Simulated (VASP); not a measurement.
# MgS (P6_3/mmc) in VASP: further runs, part 2 of 2

VASP 6.6.1. Earlier steps stand in the parts before.

## Step 5: Single point, r2SCAN (biaxial xy strain -1.4%)

File POSCAR:

```
MgS
1.0
    3.5940341746      0.0000000000      0.0000000000
   -1.7970170873      3.1125248973      0.0000000000
    0.0000000000      0.0000000000      6.1473560943
Mg S
2 2
Direct
    0.0000000000      0.0000000000      0.0000000000
    0.0000000000      0.0000000000      0.5000000000
    0.3333333333      0.6666666667      0.2500000000
    0.6666666667      0.3333333333      0.7500000000
```

File INCAR.step1:

```
SYSTEM = MgS
  PREC = Accurate
  ENCUT = 520
  ISMEAR = 0
  SIGMA = 0.01
  LREAL = .False.
  LASPH = .True.
  NELM = 60
  NBANDS = 16
  GGA = PE
  ALGO = Normal
  EDIFF = 1E-4
  LWAVE = .True.
  LCHARG = .False.
```

File INCAR.step2:

```
SYSTEM = MgS
  PREC = Accurate
  ENCUT = 520
  EDIFF = 1E-6
  ISMEAR = 0
  SIGMA = 0.01
  LREAL = .False.
  LASPH = .True.
  NELM = 60
  ALGO = Normal
  ISIF = 2
  LWAVE = .False.
  LCHARG = .False.
  METAGGA = R2SCAN
  LMIXTAU = .True.
  NBANDS = 16
  ISTART = 1
```

File KPOINTS:

```
regular mesh
0
Gamma
  12 12 4
  0 0 0
```

Potentials or basis: VASP PAW PBE potentials, release 64 (Mg, S).

The run is started by

```sh
cat potpaw_PBE.64/Mg/POTCAR potpaw_PBE.64/S/POTCAR > POTCAR
cp INCAR.step1 INCAR
mpirun -np 1 vasp_std > vasp.out
cp INCAR.step2 INCAR
mpirun -np 1 vasp_std > vasp.out
```

OUTCAR:

```text
SYSTEM = MgS
   PREC = Accurate
   ENCUT = 520
   EDIFF = 1E-6
   ISMEAR = 0
   LREAL = .False.
   LASPH = .True.
   NELM = 60
   ISIF = 2
   METAGGA = R2SCAN
   ISTART = 1

 ion  position               nearest neighbor table
   1  0.000  0.000  0.000-   3 2.58   4 2.58   4 2.58   3 2.58   4 2.58   3 2.58   2 3.07   2 3.07

   2  0.000  0.000  0.500-   3 2.58   4 2.58   4 2.58   3 2.58   4 2.58   3 2.58   1 3.07   1 3.07

   3  0.333  0.667  0.250-   1 2.58   2 2.58   1 2.58   2 2.58   1 2.58   2 2.58
   4  0.667  0.333  0.750-   1 2.58   2 2.58   1 2.58   2 2.58   1 2.58   2 2.58

  LATTYP: Found a hexagonal cell.
 ALAT       =     3.5940341746
 C/A-ratio  =     1.7104334004

  Lattice vectors:

 A1 = (   3.5940341746,   0.0000000000,   0.0000000000)
 A2 = (  -1.7970170873,   3.1125248973,   0.0000000000)
 A3 = (   0.0000000000,   0.0000000000,   6.1473560943)

Analysis of symmetry for initial positions (statically):
=====================================================================
 Subroutine PRICEL returns:
 Original cell was already a primitive cell.

 Routine SETGRP: Setting up the symmetry group for a
 hexagonal supercell.

 Subroutine GETGRP returns: Found 24 space group operations
 (whereof 12 operations were pure point group operations)
 out of a pool of 24 trial point group operations.

The static configuration has the point symmetry D_3d.
 The point group associated with its full space group is D_6h.

Analysis of symmetry for dynamics (positions and initial velocities):
=====================================================================
 Subroutine PRICEL returns:
 Original cell was already a primitive cell.

 Routine SETGRP: Setting up the symmetry group for a
 hexagonal supercell.

 Subroutine GETGRP returns: Found 24 space group operations
 (whereof 12 operations were pure point group operations)
 out of a pool of 24 trial point group operations.
[... 126 lines left out ...]
     AMIX_MAG =   1.60;   BMIX_MAG =  1.00
  volume/ion in A,a.u.               =      17.19       116.02
  Fermi-wavevector in a.u.,A,eV,Ry     =   1.006902  1.902768 13.794277  1.013851
  Thomas-Fermi vector in A             =   2.139673
   LORBIT       =      0    0 simple, 1 ext, 2 COOP (PROOUT), +10 PAW based schemes
   METAGGA = R2SCAN    functional components
   LHFCALC =     F    Hartree Fock is set to
   AEXX    =    0.0000 exact exchange contribution
   IVDW    =     0    specifies the selected vdW correction
   LEPSILON=     F    determine dielectric tensor
   LRPA    =     F    only Hartree local field effects (RPA)
 non-spin polarized calculation
 Gauss-broadening in eV      SIGMA  =   0.01
  energy-cutoff  :      520.00
  volume of cell :       68.77
 maximum number of plane-waves:      1882
 NGX is ok and might be reduce to    28
   NGX = 13   NGY = 13   NGZ = 23

 number of electron      15.9999999 magnetization

 Free energy of the ion-electron system (eV)
  ---------------------------------------------------
  ext. energy  EPLUGINS =         0.00000000
  ---------------------------------------------------
  free energy    TOTEN  =       -30.88480776 eV

  energy without entropy =      -30.88480776  energy(sigma->0) =      -30.88480776

 E-fermi :   3.8822     XC(G=0): -10.1919

 val. band max:        3.7988809872   @ k =   0.0000   0.0000   0.0000
 cond. band min:       7.8133152616   @ k =   0.3333   0.3333   0.0000
 fundamental gap:      4.0144342744
 Fermi energy:         3.8822242465

 k-point     1 :       0.0000    0.0000    0.0000
  band No.  band energies     occupation
      1      -9.6438      2.00000
      2      -8.3863      2.00000
      3      -1.4621      2.00000
      4       3.2768      2.00000
      5       3.2768      2.00000
      6       3.3818      2.00000
[... 433 lines left out ...]
      3      -0.4625      2.00000
      4       0.2028      2.00000
      5       0.8373      2.00000
      6       2.4595      2.00000
[... 8 lines left out ...]
     15      14.7139      0.00000
     16      15.1726      0.00000

 [... further k-points ...]

------------------------ aborting loop because EDIFF is reached ----------------------------------------

  FORCE on cell =-STRESS in cart. coord.  units (eV):
  Direction    XX          YY          ZZ          XY          YZ          ZX
  --------------------------------------------------------------------------------------
  -------------------------------------------------------------------------------------
  Total        1.1244797      1.1244797      0.1432938      0.0000000     -0.0000000      0.0000000
  in kB       26.1986436     26.1986436      3.3385253      0.0000000     -0.0000000      0.0000000
  external PRESSURE =      18.5786041 kB  Pullay stress =       0.0000000 kB

 VOLUME and BASIS-vectors are now :
 -----------------------------------------------------------------------------
  energy-cutoff  :      520.00
  volume of cell :       68.77
      direct lattice vectors                 reciprocal lattice vectors
     3.594034175  0.000000000  0.000000000     0.278238868  0.160641285  0.000000000
    -1.797017087  3.112524897  0.000000000     0.000000000  0.321282571  0.000000000
     0.000000000  0.000000000  6.147356094     0.000000000  0.000000000  0.162671559

 POSITION                                       TOTAL-FORCE (eV/Angst)
 -----------------------------------------------------------------------------------
      0.00000      0.00000      0.00000        -0.000000     -0.000000      0.000000
      0.00000      0.00000      3.07368        -0.000000     -0.000000      0.000000
     -0.00000      2.07502      1.53684        -0.000000      0.000000      0.000000
      1.79702      1.03751      4.61052         0.000000      0.000000     -0.000000
 -----------------------------------------------------------------------------------
    total drift:                                0.000000     -0.000000     -0.000000

  FREE ENERGIE OF THE ION-ELECTRON SYSTEM (eV)
  ---------------------------------------------------
  free  energy   TOTEN  =       -30.8848077584 eV

  energy  without entropy=      -30.8848077584  energy(sigma->0) =      -30.88480776
```

Run time: 2.7 min. Hardware: 1 thread of AMD EPYC 9R45 (Zen 5), shared host; peak memory 0.2 GiB.

What came out:

- Free energy: -30.8848 eV
- Pressure: 1.9 GPa
- Band gap on the k mesh: 4.01 eV, indirect (least direct gap 4.59 eV)

Caveat: the cell differs from its parent crystal (biaxial xy strain -1.4%); the PAW data sets were made with another functional, which shifts forces and pressure a little. A k mesh can miss the band edges.

## Step 6: The runs side by side

| level | cell | smearing | gap on the mesh (eV) | pressure (GPa) |
| --- | --- | --- | --- | --- |
| PBE | a = 3.584, b = 3.584, c = 6.043 Å, angles 90.0, 90.0, 120.0°, 4 atoms | fermi-dirac 0.02 eV | 3.49 | 5.4 |
| PBE | a = 3.594, b = 3.594, c = 6.147 Å, angles 90.0, 90.0, 120.0°, 4 atoms | fermi-dirac 0.02 eV | 3.38 | 3.2 |
| r2SCAN | a = 3.584, b = 3.584, c = 6.043 Å, angles 90.0, 90.0, 120.0°, 4 atoms | gaussian 0.01 eV | 4.13 | 4.0 |
| r2SCAN | a = 3.594, b = 3.594, c = 6.147 Å, angles 90.0, 90.0, 120.0°, 4 atoms | gaussian 0.01 eV | 4.01 | 1.9 |

Alike in all rows: task single point; potentials or basis VASP PAW PBE potentials, release 64 (Mg, S); no spin polarisation; k mesh 12 × 12 × 4; cutoff (eV) 520.

Caveats: the PAW data sets were made with another functional, which shifts forces and pressure a little (some runs).

Total energies depend on the potentials used, so only differences within one code and one set of settings carry meaning.
